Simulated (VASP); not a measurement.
The system is MnS.

```
Mn S
1.0
     3.09904    0.00000    0.00000
     0.00000    3.09904    0.00000
     0.00000    0.00000    3.09904
Mn S
1 1
Direct
  0.50000 0.50000 0.50000
  0.00000 0.00000 0.00000
```

Base run:

* Program: VASP 6.6.1
* Functional: PBEsol
* Potentials or basis: VASP PAW PBE potentials, release 64 (Mn_pv, S)
* Cutoff: 520 eV
* k mesh: 9 × 9 × 9
* Occupations: fermi-dirac, width 0.025 eV
* Spin: collinear spin, ferromagnetic start
* Starting moments: [2.8, 0.0] μB

Its results: pressure -13.2 GPa; net moment 3.30 μB per cell; site moments Mn +3.31; S -0.12 μB.

**Question.** The run is repeated on the same cell with these changes: occupations from fermi-dirac, width 0.025 eV to fermi-dirac, width 0.1 eV. What comes out?

**Answer.** Pressure -12.2 GPa; net moment 3.37 μB per cell; site moments Mn +3.36; S -0.10 μB.

Caveats: the PAW data sets were made with another functional, which shifts forces and pressure a little; a cell with one magnetic atom can't hold antiferromagnetic order, which such compounds often take.
